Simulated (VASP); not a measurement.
# Cs (P6_3/mmc) in VASP: notebook

Runs on Cs. Level: r2SCAN. Tasks: single point.

All numbers are computed with VASP 6.6.1; they aren't measurements. Logs are shortened: lines on timing, memory, paths and dates and some standing lists are left out, and cuts for length are marked.

## Step 1: The cell of the first run

The structure is hexagonal, space group P6_3/mmc (No. 194). The conventional cell has a = 5.657 Å, b = 5.657 Å, c = 9.313 Å, α = 90.00°, β = 90.00°, γ = 120.00°.

This isn't the form of Cs at room conditions, which is bcc.

## Step 2: Single point, r2SCAN (129.06 Å³/atom)

POSCAR

```
Cs
1.0
    5.6570901336      0.0000000000      0.0000000000
   -2.8285450668      4.8991837672      0.0000000000
    0.0000000000      0.0000000000      9.3134867140
Cs
2
Direct
    0.3333333333      0.6666666667      0.2500000000
    0.6666666667      0.3333333333      0.7500000000
```

INCAR.step1

```
PREC = Accurate ; ENCUT = 520
ISMEAR = -1 ; SIGMA = 0.1
LREAL = False ; LASPH = True
NELM = 100 ; NBANDS = 16
GGA = PE ; ALGO = Normal
EDIFF = 1E-4 ; LWAVE = True
LCHARG = False
```

INCAR.step2

```
PREC = Accurate ; ENCUT = 520
EDIFF = 1E-7 ; ISMEAR = -1
SIGMA = 0.1 ; LREAL = False
LASPH = True ; NELM = 100
ALGO = Normal ; ISIF = 2
LWAVE = False ; LCHARG = False
METAGGA = R2SCAN ; LMIXTAU = True
NBANDS = 16 ; ISTART = 1
```

KPOINTS

```
Automatic mesh
0
Gamma
  8 8 4
```

Potentials or basis: VASP PAW PBE potentials, release 64 (Cs_sv).

Started as:

```console
> cat potpaw_PBE.64/Cs_sv/POTCAR > POTCAR
> cp INCAR.step1 INCAR
> mpirun -np 1 vasp_std > vasp.out
> cp INCAR.step2 INCAR
> mpirun -np 1 vasp_std > vasp.out
```

OUTCAR:

```text
PREC = Accurate
   ENCUT = 520
   EDIFF = 1E-7
   ISMEAR = -1
   LREAL = False
   LASPH = True
   NELM = 100
   ISIF = 2
   METAGGA = R2SCAN
   ISTART = 1

 ion  position               nearest neighbor table
   1  0.333  0.667  0.250-
   2  0.667  0.333  0.750-

  LATTYP: Found a hexagonal cell.
 ALAT       =     5.6570901336
 C/A-ratio  =     1.6463387526

  Lattice vectors:

 A1 = (   5.6570901336,   0.0000000000,   0.0000000000)
 A2 = (  -2.8285450668,   4.8991837672,   0.0000000000)
 A3 = (   0.0000000000,   0.0000000000,   9.3134867140)

Analysis of symmetry for initial positions (statically):
=====================================================================
 Subroutine PRICEL returns:
 Original cell was already a primitive cell.

 Routine SETGRP: Setting up the symmetry group for a
 hexagonal supercell.

 Subroutine GETGRP returns: Found 24 space group operations
 (whereof 12 operations were pure point group operations)
 out of a pool of 24 trial point group operations.

The static configuration has the point symmetry D_3d.
 The point group associated with its full space group is D_6h.

Analysis of symmetry for dynamics (positions and initial velocities):
=====================================================================
 Subroutine PRICEL returns:
 Original cell was already a primitive cell.

 Routine SETGRP: Setting up the symmetry group for a
 hexagonal supercell.

 Subroutine GETGRP returns: Found 24 space group operations
 (whereof 12 operations were pure point group operations)
 out of a pool of 24 trial point group operations.

The dynamic configuration has the point symmetry D_3d.
 The point group associated with its full space group is D_6h.

 Subroutine INISYM returns: Found 24 space group operations
 (whereof 12 operations are pure point group operations),
 and found     1 'primitive' translations

----------------------------------------------------------------------------------------

                                     Primitive cell

  volume of cell :     258.1244

  direct lattice vectors                    reciprocal lattice vectors
     5.657090134  0.000000000  0.000000000     0.176769324  0.102057817  0.000000000
    -2.828545067  4.899183767  0.000000000     0.000000000  0.204115634  0.000000000
     0.000000000  0.000000000  9.313486714     0.000000000  0.000000000  0.107371174

  length of vectors
     5.657090134  5.657090134  9.313486714     0.204115634  0.204115634  0.107371174

  position of ions in fractional coordinates (direct lattice)
     0.333333333  0.666666667  0.250000000
     0.666666667  0.333333333  0.750000000

  ion indices of the primitive-cell ions
   primitive index   ion index
                 1           1
                 2           2

----------------------------------------------------------------------------------------

 KPOINTS: Automatic mesh

Automatic generation of k-mesh.
 Grid dimensions read from file:
 generate k-points for:    8    8    4

 Generating k-lattice:

  Cartesian coordinates                     Fractional coordinates (reciprocal lattice)
     0.022096166  0.012757227  0.000000000     0.125000000  0.000000000  0.000000000
     0.000000000  0.025514454  0.000000000     0.000000000  0.125000000  0.000000000
     0.000000000  0.000000000  0.026842793     0.000000000  0.000000000  0.250000000

  Length of vectors
     0.025514454  0.025514454  0.026842793

  Shift w.r.t. Gamma in fractional coordinates (k-lattice)
     0.000000000  0.000000000  0.000000000

 Subroutine IBZKPT returns following result:
 ===========================================

 Found     30 irreducible k-points:

 Following reciprocal coordinates:
            Coordinates               Weight
  0.000000  0.000000  0.000000      1.000000
  0.125000  0.000000  0.000000      6.000000
  0.250000  0.000000  0.000000      6.000000
  0.375000  0.000000  0.000000      6.000000
  0.500000  0.000000  0.000000      3.000000
  0.125000  0.125000  0.000000      6.000000
[... 16 lines left out ...]
  0.250000  0.000000  0.500000      6.000000
  0.375000  0.000000  0.500000      6.000000
 [... further k-points ...]
   k-points           NKPTS =     30   k-points in BZ     NKDIM =     30   number of bands    NBANDS=     16
   number of dos      NEDOS =    301   number of ions     NIONS =      2
   total plane-waves  NPLWV = 123480
   dimension x,y,z NGX =    42 NGY =   42 NGZ =   70
   dimension x,y,z NGXF=    84 NGYF=   84 NGZF=  140
   ions per type =               2
   NGX,Y,Z   is equivalent  to a cutoff of  12.34, 12.34, 12.50 a.u.
   NGXF,Y,Z  is equivalent  to a cutoff of  24.69, 24.69, 24.99 a.u.
 SYSTEM =  unknown system
   PREC   = accura    normal or accurate (medium, high low for compatibility)
   ISTART =      1    job   : 0-new  1-cont  2-samecut
   ICHARG =      0    charge: 1-file 2-atom 10-const
   ISPIN  =      1    spin polarized calculation?
   LNONCOLLINEAR =      F non collinear calculations
   LSORBIT =      F    spin-orbit coupling
   LASPH  =      T    aspherical Exc in radial PAW
   ENCUT  =  520.0 eV  38.22 Ry    6.18 a.u.  10.52 10.52 17.32*2*pi/ulx,y,z
   NELM   =    100;   NELMIN=  2; NELMDL=  0     # of ELM steps
   EDIFF  = 0.1E-06   stopping-criterion for ELM
   LREAL  =      F    real-space projection
   EDIFFG = 0.1E-05   stopping-criterion for IOM
   NSW    =      0    number of steps for IOM
   IBRION =     -1    ionic relax: 0-MD 1-quasi-New 2-CG
   NFREE  =      0    steps in history (QN), initial steepest desc. (CG)
   ISIF   =      2    stress and relaxation
   ISYM   =      2    0-nonsym 1-usesym 2-fastsym
   POTIM  = 0.5000    time-step for ionic-motion
   TEBEG  =    0.0;   TEEND  =   0.0 temperature during run
   PSTRESS=    0.0 pullay stress
   NELECT =      18.0000    total number of electrons
   NUPDOWN=      -1.0000    fix difference up-down
   EMIN   =  10.00;   EMAX   =-10.00  energy-range for DOS
   EFERMI =   0.00;   METHOD = LEGACY
   ISMEAR =    -1;   SIGMA  =   0.10  broadening in eV -4-tet -1-fermi 0-gaus
   EFERMI_NEDOS =   21; number of points for ismear=-14 and -15
   IALGO  =     38    algorithm
   IMIX   =      4    mixing-type and parameters
     AMIX     =   0.40;   BMIX     =  1.00
     AMIX_MAG =   1.60;   BMIX_MAG =  1.00
  volume/ion in A,a.u.               =     129.06       870.95
  Fermi-wavevector in a.u.,A,eV,Ry     =   0.673839  1.273371  6.177842  0.454059
  Thomas-Fermi vector in A             =   1.750378
   LORBIT       =      0    0 simple, 1 ext, 2 COOP (PROOUT), +10 PAW based schemes
   METAGGA = R2SCAN    functional components
   LHFCALC =     F    Hartree Fock is set to
   AEXX    =    0.0000 exact exchange contribution
   IVDW    =     0    specifies the selected vdW correction
   LEPSILON=     F    determine dielectric tensor
   LRPA    =     F    only Hartree local field effects (RPA)
 non-spin polarized calculation
  energy-cutoff  :      520.00
  volume of cell :      258.12
 maximum number of plane-waves:      6995
   NGX = 21   NGY = 21   NGZ = 35

 number of electron      17.9999999 magnetization

 Free energy of the ion-electron system (eV)
  ---------------------------------------------------
  ext. energy  EPLUGINS =         0.00000000
  ---------------------------------------------------
  free energy    TOTEN  =       -50.06972179 eV

  energy without entropy =      -49.99394665  energy(sigma->0) =      -50.03183422

 E-fermi :   0.2555     XC(G=0):  -5.3474

 val. band max:        0.2395930360   @ k =   0.2500   0.0000   0.2500
 cond. band min:       0.3149625722   @ k =   0.5000   0.0000   0.0000
 fundamental gap:      0.0753695362
 Fermi energy:         0.2554536742

 k-point     1 :       0.0000    0.0000    0.0000
  band No.  band energies     occupation
      1     -24.5896      2.00000
      2     -24.5859      2.00000
      3     -11.0619      2.00000
      4     -10.9826      2.00000
      5     -10.9826      2.00000
      6     -10.9705      2.00000
[... 8 lines left out ...]
     15       3.2024      0.00000
     16       3.2024      0.00000

 k-point     2 :       0.1250    0.0000    0.0000
  band No.  band energies     occupation
      1     -24.5891      2.00000
      2     -24.5856      2.00000
      3     -11.0572      2.00000
      4     -10.9933      2.00000
      5     -10.9859      2.00000
      6     -10.9815      2.00000
[... 8 lines left out ...]
     15       3.1237      0.00000
     16       3.2431      0.00000

 k-point     3 :       0.2500    0.0000    0.0000
  band No.  band energies     occupation
      1     -24.5878      2.00000
      2     -24.5850      2.00000
      3     -11.0447      2.00000
      4     -11.0195      2.00000
      5     -11.0074      2.00000
      6     -10.9936      2.00000
[... 8 lines left out ...]
     15       3.1034      0.00000
     16       3.3470      0.00000

 k-point     4 :       0.3750    0.0000    0.0000
  band No.  band energies     occupation
      1     -24.5864      2.00000
      2     -24.5845      2.00000
      3     -11.0459      2.00000
      4     -11.0324      2.00000
      5     -11.0292      2.00000
      6     -11.0010      2.00000
[... 8 lines left out ...]
     15       2.8894      0.00000
     16       3.7865      0.00000
[... 324 lines left out ...]
 k-point    22 :       0.1250    0.0000    0.5000
  band No.  band energies     occupation
      1     -24.5873      2.00000
      2     -24.5873      2.00000
      3     -11.0180      2.00000
      4     -11.0180      2.00000
      5     -10.9841      2.00000
      6     -10.9841      2.00000
[... 8 lines left out ...]
     15       2.9943      0.00000
     16       2.9943      0.00000

 k-point    23 :       0.2500    0.0000    0.5000
  band No.  band energies     occupation
      1     -24.5864      2.00000
      2     -24.5864      2.00000
      3     -11.0302      2.00000
      4     -11.0302      2.00000
      5     -10.9940      2.00000
      6     -10.9940      2.00000
[... 8 lines left out ...]
     15       3.1812      0.00000
     16       3.1812      0.00000

 k-point    24 :       0.3750    0.0000    0.5000
  band No.  band energies     occupation
      1     -24.5854      2.00000
      2     -24.5854      2.00000
      3     -11.0512      2.00000
      4     -11.0512      2.00000
      5     -10.9948      2.00000
      6     -10.9948      2.00000
[... 8 lines left out ...]
     15       3.2715      0.00000
     16       3.2715      0.00000

 [... further k-points ...]

------------------------ aborting loop because EDIFF is reached ----------------------------------------

  FORCE on cell =-STRESS in cart. coord.  units (eV):
  Direction    XX          YY          ZZ          XY          YZ          ZX
  --------------------------------------------------------------------------------------
  -------------------------------------------------------------------------------------
  Total       -0.0873828     -0.0873828     -0.1276811      0.0000000     -0.0000000      0.0000000
  in kB       -0.5423847     -0.5423847     -0.7925162      0.0000000     -0.0000000      0.0000000
  external PRESSURE =      -0.6257618 kB  Pullay stress =       0.0000000 kB

 VOLUME and BASIS-vectors are now :
 -----------------------------------------------------------------------------
  energy-cutoff  :      520.00
  volume of cell :      258.12
      direct lattice vectors                 reciprocal lattice vectors
     5.657090134  0.000000000  0.000000000     0.176769324  0.102057817  0.000000000
    -2.828545067  4.899183767  0.000000000     0.000000000  0.204115634  0.000000000
     0.000000000  0.000000000  9.313486714     0.000000000  0.000000000  0.107371174

 POSITION                                       TOTAL-FORCE (eV/Angst)
 -----------------------------------------------------------------------------------
     -0.00000      3.26612      2.32837         0.000000     -0.000000      0.000000
      2.82855      1.63306      6.98512        -0.000000      0.000000     -0.000000
 -----------------------------------------------------------------------------------
    total drift:                               -0.000000      0.000000     -0.000000

  FREE ENERGIE OF THE ION-ELECTRON SYSTEM (eV)
  ---------------------------------------------------
  free  energy   TOTEN  =       -50.0697217910 eV

  energy  without entropy=      -49.9939466497  energy(sigma->0) =      -50.03183422
```

Wall time 15 min (1 thread of Oxide Virtual Turin-like, shared host); peak memory 0.39 GiB.

What came out:

```yaml
Free_energy: -50.0697 eV
Pressure: -0.1 GPa
Band_gap_on_the_k_mesh: zero (bands 9 and 10 overlap by 1.72 eV)
```

Levels at points of the mesh, in eV from the Fermi level:
```tsv
k point	band 7	band 8	band 9	band 10	band 11	band 12
(0.00, 0.00, 0.00)	-11.23	-11.23	-1.66	0.08	0.57	2.63
(0.50, 0.00, 0.00)	-11.25	-11.24	0.06	0.28	0.86	1.08
(0.00, 0.00, 0.50)	-11.23	-11.23	-1.08	-1.08	1.74	1.74
(0.50, 0.00, 0.50)	-11.25	-11.25	0.28	0.28	0.81	0.81
```

Caveat: the PAW data sets were made with another functional, which shifts forces and pressure a little; spin-orbit coupling is left out, which moves the levels of the heavy elements.

## Step 3: Single point, r2SCAN (134.03 Å³/atom)

This run uses another cell than the first one, of 134.03 Å³/atom.

POSCAR

```
Cs
1.0
    5.7287064722      0.0000000000      0.0000000000
   -2.8643532361      4.9612053357      0.0000000000
    0.0000000000      0.0000000000      9.4313914675
Cs
2
Direct
    0.3333333333      0.6666666667      0.2500000000
    0.6666666667      0.3333333333      0.7500000000
```

INCAR.step1

```
  PREC = Accurate
  ENCUT = 520
  ISMEAR = -1
  SIGMA = 0.1
  LREAL = F
  LASPH = T
  NELM = 60
  NBANDS = 16
  GGA = PE
  ALGO = Normal
  EDIFF = 1E-4
  LWAVE = T
  LCHARG = F
```

INCAR.step2

```
  PREC = Accurate
  ENCUT = 520
  EDIFF = 1E-6
  ISMEAR = -1
  SIGMA = 0.1
  LREAL = F
  LASPH = T
  NELM = 60
  ALGO = Normal
  ISIF = 2
  LWAVE = F
  LCHARG = T
  METAGGA = R2SCAN
  LMIXTAU = T
  LELF = T
  LVHAR = T
  NBANDS = 16
  ISTART = 1
```

KPOINTS is that of step 2.

Potentials or basis: VASP PAW PBE potentials, release 64 (Cs_sv).

Started as:

```console
> cat potpaw_PBE.64/Cs_sv/POTCAR > POTCAR
> cp INCAR.step1 INCAR
> mpirun -np 1 vasp_std > vasp.out
> cp INCAR.step2 INCAR
> mpirun -np 1 vasp_std > vasp.out
```

Wall time 21 min (1 thread of Oxide Virtual Turin-like, shared host); peak memory 0.44 GiB.

Results (log left out):

* Free energy: -50.0644 eV
* Pressure: -0.1 GPa
* Band gap on the k mesh: zero (bands 9 and 10 overlap by 1.71 eV)

Levels at points of the mesh, in eV from the Fermi level:
| k point | band 6 | band 7 | band 8 | band 9 | band 10 | band 11 | band 12 | band 13 |
| --- | --- | --- | --- | --- | --- | --- | --- | --- |
| (0.00, 0.00, 0.00) | -11.25 | -11.25 | -11.25 | -1.63 | 0.09 | 0.54 | 2.61 | 2.61 |
| (0.50, 0.00, 0.00) | -11.28 | -11.27 | -11.26 | 0.06 | 0.27 | 0.88 | 1.09 | 1.64 |
| (0.00, 0.00, 0.50) | -11.26 | -11.26 | -11.26 | -1.06 | -1.06 | 1.73 | 1.73 | 2.63 |
| (0.50, 0.00, 0.50) | -11.27 | -11.27 | -11.27 | 0.29 | 0.29 | 0.78 | 0.78 | 1.84 |

Caveat: the PAW data sets were made with another functional, which shifts forces and pressure a little; spin-orbit coupling is left out, which moves the levels of the heavy elements.

The gap in the log of VASP goes by the Fermi energy; the results here count the filled bands.